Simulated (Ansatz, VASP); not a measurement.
## One calculation of Sn, two programs

```
Sn
1.0
     4.60527   -0.01985    0.07394
     1.38430    6.00990   -0.09467
     1.57358    1.76231    5.39883
Sn
5
Direct
  0.05749 0.11428 0.78709
  0.63924 0.00000 0.36912
  0.56850 0.75238 0.99425
  0.15030 0.63815 0.57637
  0.10394 0.37618 0.18172
```

Alike in both runs: functional PBE; k mesh 8 × 8 × 8; occupations gaussian, width 0.1 eV; no spin polarisation.

Ansatz relaxed the structure, and its values are those at the end. VASP's run is a single point on that final structure, the one shown.

|  | VASP | Ansatz |
| --- | --- | --- |
| version | VASP 6.6.1 | Ansatz 0.2.0 |
| potentials or method | VASP PAW PBE potentials, release 64 (Sn_d), cutoff 520 eV | scalar-relativistic, plane waves, PAW |
| valence electrons in the cell | 70 | 70 |

Ansatz gave:

* gap on the k mesh at the Fermi level (eV): none
* pressure (GPa): 0.0

Question: Estimate VASP's values.

Answer: gap on the k mesh at the Fermi level (eV): none; pressure (GPa): -0.1.

A gap of «none» marks a metal or a gap that the smearing closes. With one functional, cell and mesh, what is left measures potentials, basis and numerics.
